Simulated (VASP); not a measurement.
Write the native input for VASP 6.6.1 that does the following.

- Task: single point
- Functional: PBE
- Potentials or basis: VASP PAW PBE potentials, release 64 (Mn_pv, O)
- Cutoff: 600 eV
- k mesh: 6 × 6 × 6
- Occupations: gaussian, width 0.1 eV
- Spin: no spin polarisation
- Dipole correction: no
- Further INCAR settings: ALGO = Normal; EDIFF = 1e-06; NBANDS = 20

The structure of MnO2 lies in POSCAR:

```
MnO2
1.0
    1.4284348394      0.8247072390      4.5839315268
   -1.4284348394      0.8247072390      4.5839315268
    0.0000000000     -1.6494144781      4.5839315268
Mn O
1 2
Direct
    0.0000000000      0.0000000000      0.0000000000
    0.2643644900      0.2643644900      0.2643644900
    0.7356355100      0.7356355100      0.7356355100
```

One way to write it, as run:

INCAR

```
  PREC = Accurate
  ENCUT = 600
  EDIFF = 1E-6
  ISMEAR = 0
  SIGMA = 0.1
  LREAL = False
  LASPH = True
  NELM = 120
  ALGO = Normal
  ISIF = 2
  LWAVE = False
  LCHARG = False
  GGA = PE
  NBANDS = 20
  GGA_COMPAT = False
```

KPOINTS

```
Automatic mesh
0
Gamma
  6 6 6
```

Potentials or basis: VASP PAW PBE potentials, release 64 (Mn_pv, O).

The run is started by

```console
$ cat potpaw_PBE.64/Mn_pv/POTCAR potpaw_PBE.64/O/POTCAR > POTCAR
$ mpirun -np 1 vasp_std > vasp.out
```

Results of the run:

```yaml
Pressure: -4.2 GPa
Largest_force: 0.117 eV/Å
Band_gap_on_the_k_mesh: zero (an odd number of electrons rules out a gap without spin polarisation)
```

Caveat: the k points lie up to 0.43 Å⁻¹ apart, too coarse for converged energies and pressures of a metal; an odd number of electrons without spin polarisation forces a metal; a magnetic or distorted state may lie lower; the run has no spin polarisation, though such a crystal can be magnetic; semilocal functionals often make such compounds metallic where correlation or magnetic order opens a gap, which also shifts bond lengths.

Wall time 38 s on 1 thread of AMD EPYC 9R45 96-Core Processor (Zen 5) (shared host), peak memory 0.2 GiB.
